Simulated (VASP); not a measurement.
Runs of VASP 6.6.1 on PbF2. The structure is that of space group Fm-3m (No. 225), or close to it. The cells are those of the table. 

| cell | k mesh | cutoff (eV) | smearing | gap on the mesh (eV) | pressure (GPa) |
| --- | --- | --- | --- | --- | --- |
| a = 4.200 Å, angles 60.0°, 3 atoms | 8 × 8 × 8 | 520 | gaussian 0.02 eV | 4.42 | (b) |
| a = 4.156 Å, angles 60.0°, 3 atoms | 8 × 8 × 8 | 520 | gaussian 0.02 eV | 4.41 | (a) |
| a = 4.326 Å, angles 60.0°, 3 atoms | 8 × 8 × 8 | 520 | gaussian 0.02 eV | (c) | -3.6 |
| a = 4.191 Å, angles 60.0°, 3 atoms | 6 × 6 × 6 | 600 | gaussian 0.1 eV | 4.44 | 2.4 |
| a = 4.243 Å, angles 60.0°, 3 atoms | 8 × 8 × 8 | 520 | gaussian 0.02 eV | 4.42 | -0.2 |

Alike in all rows: task single point; level PBE; potentials or basis VASP PAW PBE potentials, release 64 (Pb_d, F); no spin polarisation.

Estimate the missing entries.

(a) 4.6; (b) 2.0; (c) 4.38.

Caveats: spin-orbit coupling is left out, which moves the levels of the heavy elements; the cell stands under pressure (at least some runs); the cell stands under tension (at least some runs).

A k mesh can miss the band edges, and the runs leave out spin-orbit coupling on Pb.
